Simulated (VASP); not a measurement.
# CdHg5S6 (P3m1) in VASP: single point with PBE

Aim: the single point of CdHg5S6 with PBE.

All numbers are computed with VASP 6.6.1; they aren't measurements. Logs are shortened: lines on timing, memory, paths and dates and some standing lists are left out, and cuts for length are marked.

## (1) The cell of the first run

The structure is trigonal, space group P3m1 (No. 156). Conventional cell: a = 4.139 Å, b = 4.139 Å, c = 20.277 Å, α = 90.00°, β = 90.00°, γ = 120.00°. Within 3.3 Å of Cd (site symmetry 3m) lie 4 S at 2.53 Å. Hg (site symmetry 3m) has 4 S at 2.53 Å within 3.3 Å. Within 3.3 Å of Hg (site symmetry 3m) lie 4 S at 2.53 Å. Hg (site symmetry 3m) has 4 S at 2.53 Å within 3.3 Å. Within 3.3 Å of Hg (site symmetry 3m) lie 4 S at 2.53 Å. Within 3.3 Å of Hg (site symmetry 3m) lie 4 S at 2.53 Å. Within 3.3 Å of S (site symmetry 3m) lie 1 Cd at 2.53 Å and 3 Hg at 2.53 Å. S (site symmetry 3m) has 4 Hg at 2.53 Å within 3.3 Å.

## (2) Single point, PBE

INCAR reads:

```
SYSTEM = CdHg5S6
PREC     = Accurate       ! precision mode
ENCUT    = 520            ! plane-wave cutoff, eV
EDIFF    = 1E-6           ! SCF threshold, eV
ISMEAR   = 0              ! smearing method
SIGMA    = 0.1            ! smearing width, eV
LREAL    = .False.        ! projectors in reciprocal space
LASPH    = .True.         ! aspherical terms in the spheres
NELM     = 80             ! most SCF steps
ALGO     = Normal         ! electronic algorithm
ISIF     = 2              ! what is computed and relaxed
LWAVE    = .False.        ! write WAVECAR
LCHARG   = .False.        ! write CHGCAR
GGA      = PE             ! functional
NBANDS   = 66             ! bands
```

KPOINTS reads:

```
Automatic mesh
0
Gamma
  6 6 1
  0 0 0
```

POSCAR reads:

```
CdHg5S6
1.0
    4.1389916300      0.0000000000      0.0000000000
   -2.0694958100      3.5844718900      0.0000000000
    0.0000000000      0.0000000000     20.2768350600
Cd Hg S
1 5 6
Direct
    0.0000000000      0.0000000000      0.0000000000
    0.3333333300      0.6666666700      0.8333333300
    0.6666666700      0.3333333300      0.6666666700
    0.0000000000      0.0000000000      0.5000000000
    0.3333333300      0.6666666700      0.3333333300
    0.6666666700      0.3333333300      0.1666666700
    0.0000000000      0.0000000000      0.8750000000
    0.3333333300      0.6666666700      0.7083333300
    0.6666666700      0.3333333300      0.5416666700
    0.0000000000      0.0000000000      0.3750000000
    0.3333333300      0.6666666700      0.2083333300
    0.6666666700      0.3333333300      0.0416666700
```

Potentials or basis: VASP PAW PBE potentials, release 64 (Cd, Hg, S).

On the command line:

```sh
> cat potpaw_PBE.64/Cd/POTCAR potpaw_PBE.64/Hg/POTCAR potpaw_PBE.64/S/POTCAR > POTCAR
> mpirun -np 1 vasp_std > vasp.out
```

OUTCAR:

```text
SYSTEM = CdHg5S6
   PREC = Accurate
   ENCUT = 520
   EDIFF = 1E-6
   ISMEAR = 0
   LREAL = .False.
   LASPH = .True.
   NELM = 80
   ISIF = 2
   GGA = PE

 ion  position               nearest neighbor table
   1  0.000  0.000  0.000-   7 2.53  12 2.53  12 2.53  12 2.53
   2  0.333  0.667  0.833-   8 2.53   7 2.53   7 2.53   7 2.53
   3  0.667  0.333  0.667-   8 2.53   8 2.53   9 2.53   8 2.53
   4  0.000  0.000  0.500-  10 2.53   9 2.53   9 2.53   9 2.53
   5  0.333  0.667  0.333-  11 2.53  10 2.53  10 2.53  10 2.53
   6  0.667  0.333  0.167-  11 2.53  11 2.53  12 2.53  11 2.53
   7  0.000  0.000  0.875-   1 2.53   2 2.53   2 2.53   2 2.53
   8  0.333  0.667  0.708-   3 2.53   3 2.53   2 2.53   3 2.53
   9  0.667  0.333  0.542-   3 2.53   4 2.53   4 2.53   4 2.53
  10  0.000  0.000  0.375-   4 2.53   5 2.53   5 2.53   5 2.53
  11  0.333  0.667  0.208-   6 2.53   6 2.53   5 2.53   6 2.53
  12  0.667  0.333  0.042-   6 2.53   1 2.53   1 2.53   1 2.53

  LATTYP: Found a hexagonal cell.
 ALAT       =     4.1389916300
 C/A-ratio  =     4.8989794792

  Lattice vectors:

 A1 = (   4.1389916300,   0.0000000000,   0.0000000000)
 A2 = (  -2.0694958100,   3.5844718900,   0.0000000000)
 A3 = (   0.0000000000,   0.0000000000,  20.2768350600)

Analysis of symmetry for initial positions (statically):
=====================================================================
 Subroutine PRICEL returns:
 Original cell was already a primitive cell.

 Routine SETGRP: Setting up the symmetry group for a
 hexagonal supercell.

 Subroutine GETGRP returns: Found  6 space group operations
 (whereof  6 operations were pure point group operations)
 out of a pool of 24 trial point group operations.

The static configuration has the point symmetry C_3v.

Analysis of symmetry for dynamics (positions and initial velocities):
=====================================================================
 Subroutine PRICEL returns:
 Original cell was already a primitive cell.

 Routine SETGRP: Setting up the symmetry group for a
 hexagonal supercell.

 Subroutine GETGRP returns: Found  6 space group operations
 (whereof  6 operations were pure point group operations)
 out of a pool of 24 trial point group operations.

The dynamic configuration has the point symmetry C_3v.

 Subroutine INISYM returns: Found  6 space group operations
 (whereof  6 operations are pure point group operations),
 and found     1 'primitive' translations

----------------------------------------------------------------------------------------

                                     Primitive cell

  volume of cell :     300.8291

  direct lattice vectors                    reciprocal lattice vectors
     4.138991630  0.000000000  0.000000000     0.241604741  0.139490562  0.000000000
    -2.069495810  3.584471890  0.000000000     0.000000000  0.278981125  0.000000000
     0.000000000  0.000000000 20.276835060     0.000000000  0.000000000  0.049317361

  length of vectors
     4.138991630  4.138991621 20.276835060     0.278981124  0.278981125  0.049317361

  position of ions in fractional coordinates (direct lattice)
     0.000000000  0.000000000  0.000000000
     0.333333330  0.666666670  0.833333330
     0.666666670  0.333333330  0.666666670
     0.000000000  0.000000000  0.500000000
     0.333333330  0.666666670  0.333333330
     0.666666670  0.333333330  0.166666670
     0.000000000  0.000000000  0.875000000
     0.333333330  0.666666670  0.708333330
     0.666666670  0.333333330  0.541666670
     0.000000000  0.000000000  0.375000000
     0.333333330  0.666666670  0.208333330
     0.666666670  0.333333330  0.041666670

  ion indices of the primitive-cell ions
   primitive index   ion index
                 1           1
                 2           2
                 3           3
                 4           4
                 5           5
                 6           6
                 7           7
                 8           8
                 9           9
                10          10
                11          11
                12          12

----------------------------------------------------------------------------------------

 KPOINTS: Automatic mesh

Automatic generation of k-mesh.
 Grid dimensions read from file:
 generate k-points for:    6    6    1

 Generating k-lattice:

  Cartesian coordinates                     Fractional coordinates (reciprocal lattice)
     0.040267457  0.023248427  0.000000000     0.166666667  0.000000000  0.000000000
     0.000000000  0.046496854  0.000000000     0.000000000  0.166666667  0.000000000
     0.000000000  0.000000000  0.049317361     0.000000000  0.000000000  1.000000000

  Length of vectors
     0.046496854  0.046496854  0.049317361

  Shift w.r.t. Gamma in fractional coordinates (k-lattice)
     0.000000000  0.000000000  0.000000000

 Subroutine IBZKPT returns following result:
 ===========================================

 Found      7 irreducible k-points:

 Following reciprocal coordinates:
            Coordinates               Weight
  0.000000  0.000000  0.000000      1.000000
  0.166667  0.000000  0.000000      6.000000
  0.333333 -0.000000  0.000000      6.000000
  0.500000  0.000000  0.000000      3.000000
  0.166667  0.166667  0.000000      6.000000
  0.333333  0.166667  0.000000     12.000000
  0.333333  0.333333  0.000000      2.000000
   k-points           NKPTS =      7   k-points in BZ     NKDIM =      7   number of bands    NBANDS=     66
   number of dos      NEDOS =    301   number of ions     NIONS =     12
   total plane-waves  NPLWV = 163840
   dimension x,y,z NGX =    32 NGY =   32 NGZ =  160
   dimension x,y,z NGXF=    64 NGYF=   64 NGZF=  320
   ions per type =               1   5   6
   NGX,Y,Z   is equivalent  to a cutoff of  12.85, 12.85, 13.12 a.u.
   NGXF,Y,Z  is equivalent  to a cutoff of  25.71, 25.71, 26.24 a.u.
 SYSTEM =  CdHg5S6
   PREC   = accura    normal or accurate (medium, high low for compatibility)
   ISTART =      0    job   : 0-new  1-cont  2-samecut
   ICHARG =      2    charge: 1-file 2-atom 10-const
   ISPIN  =      1    spin polarized calculation?
   LNONCOLLINEAR =      F non collinear calculations
   LSORBIT =      F    spin-orbit coupling
   LASPH  =      T    aspherical Exc in radial PAW
   ENCUT  =  520.0 eV  38.22 Ry    6.18 a.u.   7.70  7.70 37.70*2*pi/ulx,y,z
   NELM   =     80;   NELMIN=  2; NELMDL= -5     # of ELM steps
   EDIFF  = 0.1E-05   stopping-criterion for ELM
   LREAL  =      F    real-space projection
   EDIFFG = 0.1E-04   stopping-criterion for IOM
   NSW    =      0    number of steps for IOM
   IBRION =     -1    ionic relax: 0-MD 1-quasi-New 2-CG
   NFREE  =      0    steps in history (QN), initial steepest desc. (CG)
   ISIF   =      2    stress and relaxation
   ISYM   =      2    0-nonsym 1-usesym 2-fastsym
   POTIM  = 0.5000    time-step for ionic-motion
   TEBEG  =    0.0;   TEEND  =   0.0 temperature during run
   PSTRESS=    0.0 pullay stress
   NELECT =     108.0000    total number of electrons
   NUPDOWN=      -1.0000    fix difference up-down
   EMIN   =  10.00;   EMAX   =-10.00  energy-range for DOS
   EFERMI =   0.00;   METHOD = LEGACY
   ISMEAR =     0;   SIGMA  =   0.10  broadening in eV -4-tet -1-fermi 0-gaus
   EFERMI_NEDOS =   21; number of points for ismear=-14 and -15
   IALGO  =     38    algorithm
   IMIX   =      4    mixing-type and parameters
     AMIX     =   0.40;   BMIX     =  1.00
     AMIX_MAG =   1.60;   BMIX_MAG =  1.00
  volume/ion in A,a.u.               =      25.07       169.17
  Fermi-wavevector in a.u.,A,eV,Ry     =   1.163526  2.198745 18.419471  1.353793
  Thomas-Fermi vector in A             =   2.300075
   LORBIT       =      0    0 simple, 1 ext, 2 COOP (PROOUT), +10 PAW based schemes
   GGA     = PE    functional components
   LHFCALC =     F    Hartree Fock is set to
   AEXX    =    0.0000 exact exchange contribution
   IVDW    =     0    specifies the selected vdW correction
   LEPSILON=     F    determine dielectric tensor
   LRPA    =     F    only Hartree local field effects (RPA)
 non-spin polarized calculation
 Gauss-broadening in eV      SIGMA  =   0.10
  energy-cutoff  :      520.00
  volume of cell :      300.83
 maximum number of plane-waves:      8133
 NGX is ok and might be reduce to    32
   NGX = 15   NGY = 15   NGZ = 75

 number of electron     108.0000002 magnetization

 Free energy of the ion-electron system (eV)
  ---------------------------------------------------
  ext. energy  EPLUGINS =         0.00000000
  ---------------------------------------------------
  free energy    TOTEN  =       -28.61847817 eV

  energy without entropy =      -28.61427052  energy(sigma->0) =      -28.61637434

 E-fermi :   2.0409     XC(G=0):  -9.2611

 val. band max:        2.0205529046   @ k =   0.0000   0.0000   0.0000
 cond. band min:       3.1146236037   @ k =   0.0000   0.0000   0.0000
 fundamental gap:      1.0940706991
 Fermi energy:         2.0408910540

 k-point     1 :       0.0000    0.0000    0.0000
  band No.  band energies     occupation
      1     -11.1888      2.00000
      2     -11.0709      2.00000
      3     -10.9779      2.00000
      4     -10.7899      2.00000
      5     -10.7359      2.00000
      6     -10.5395      2.00000
[... 58 lines left out ...]
     65       8.0929      0.00000
     66       8.1382      0.00000

 k-point     2 :       0.1667    0.0000    0.0000
  band No.  band energies     occupation
      1     -11.0740      2.00000
      2     -10.9671      2.00000
      3     -10.8807      2.00000
      4     -10.7157      2.00000
      5     -10.6686      2.00000
      6     -10.4873      2.00000
[... 58 lines left out ...]
     65       7.8030      0.00000
     66       8.0682      0.00000

 k-point     3 :       0.3333   -0.0000    0.0000
  band No.  band energies     occupation
      1     -10.8196      2.00000
      2     -10.7470      2.00000
      3     -10.6732      2.00000
      4     -10.5808      2.00000
      5     -10.5363      2.00000
      6     -10.3916      2.00000
[... 58 lines left out ...]
     65       7.7376      0.00000
     66       8.2706      0.00000

 k-point     4 :       0.5000    0.0000    0.0000
  band No.  band energies     occupation
      1     -10.6663      2.00000
      2     -10.6199      2.00000
      3     -10.5732      2.00000
      4     -10.5223      2.00000
      5     -10.4804      2.00000
      6     -10.3519      2.00000
[... 58 lines left out ...]
     65       7.7305      0.00000
     66       8.7776      0.00000

 k-point     5 :       0.1667    0.1667    0.0000
  band No.  band energies     occupation
      1     -10.8882      2.00000
      2     -10.8029      2.00000
      3     -10.7297      2.00000
      4     -10.6082      2.00000
      5     -10.5714      2.00000
      6     -10.4141      2.00000
[... 58 lines left out ...]
     65       7.4548      0.00000
     66       7.5180      0.00000

 k-point     6 :       0.3333    0.1667    0.0000
  band No.  band energies     occupation
      1     -10.6686      2.00000
      2     -10.6231      2.00000
      3     -10.5699      2.00000
      4     -10.5267      2.00000
      5     -10.4798      2.00000
      6     -10.3527      2.00000
[... 58 lines left out ...]
     65       7.8666      0.00000
     66       7.9179      0.00000

 k-point     7 :       0.3333    0.3333    0.0000
  band No.  band energies     occupation
      1     -10.5531      2.00000
      2     -10.5470      2.00000
      3     -10.5401      2.00000
      4     -10.5291      2.00000
      5     -10.4518      2.00000
      6     -10.3382      2.00000
[... 58 lines left out ...]
     65       7.4725      0.00000
     66       7.5121      0.00000

------------------------ aborting loop because EDIFF is reached ----------------------------------------

  FORCE on cell =-STRESS in cart. coord.  units (eV):
  Direction    XX          YY          ZZ          XY          YZ          ZX
  --------------------------------------------------------------------------------------
  -------------------------------------------------------------------------------------
  Total        7.9187881      7.9187881      7.8153419      0.0000000      0.0000000      0.0000000
  in kB       42.1744484     42.1744482     41.6235070      0.0000001      0.0000000      0.0000000
  external PRESSURE =      41.9908012 kB  Pullay stress =       0.0000000 kB

 VOLUME and BASIS-vectors are now :
 -----------------------------------------------------------------------------
  energy-cutoff  :      520.00
  volume of cell :      300.83
      direct lattice vectors                 reciprocal lattice vectors
     4.138991630  0.000000000  0.000000000     0.241604741  0.139490562  0.000000000
    -2.069495810  3.584471890  0.000000000     0.000000000  0.278981125  0.000000000
     0.000000000  0.000000000 20.276835060     0.000000000  0.000000000  0.049317361

 POSITION                                       TOTAL-FORCE (eV/Angst)
 -----------------------------------------------------------------------------------
      0.00000      0.00000      0.00000         0.000000     -0.000000      0.033216
     -0.00000      2.38965     16.89736         0.000000     -0.000000      0.013549
      2.06950      1.19482     13.51789        -0.000000     -0.000000      0.009198
      0.00000      0.00000     10.13842        -0.000000     -0.000000     -0.005966
     -0.00000      2.38965      6.75894         0.000000     -0.000000     -0.012243
      2.06950      1.19482      3.37947         0.000000      0.000000     -0.017155
      0.00000      0.00000     17.74223        -0.000000     -0.000000      0.139728
     -0.00000      2.38965     14.36276         0.000000     -0.000000      0.004928
      2.06950      1.19482     10.98329        -0.000000      0.000000      0.000851
      0.00000      0.00000      7.60381         0.000000     -0.000000      0.009376
     -0.00000      2.38965      4.22434        -0.000000      0.000000      0.020603
      2.06950      1.19482      0.84487         0.000000     -0.000000     -0.196083
 -----------------------------------------------------------------------------------
    total drift:                                0.000001      0.000000      0.000034

  FREE ENERGIE OF THE ION-ELECTRON SYSTEM (eV)
  ---------------------------------------------------
  free  energy   TOTEN  =       -28.6184781654 eV

  energy  without entropy=      -28.6142705172  energy(sigma->0) =      -28.61637434
```

It took 3.4 min on 1 thread of Intel Xeon 6975P-C, shared host; peak memory 0.48 GiB.

Results:

```yaml
Free_energy: -28.6185 eV
Pressure: 4.2 GPa
Largest_force: 0.196 eV/Å
Band_gap_on_the_k_mesh: zero (filled and empty bands touch)
```

Forces on the atoms (eV/Å):
```
Cd   0.000  0.000  0.033
Hg   0.000  0.000  0.014
Hg   0.000  0.000  0.009
Hg   0.000  0.000 -0.006
Hg   0.000  0.000 -0.012
Hg   0.000  0.000 -0.017
S    0.000  0.000  0.140
S    0.000  0.000  0.005
S    0.000  0.000  0.001
S    0.000  0.000  0.009
S    0.000  0.000  0.021
S    0.000  0.000 -0.196
```

Caveat: spin-orbit coupling is left out, which moves the levels of the heavy elements.
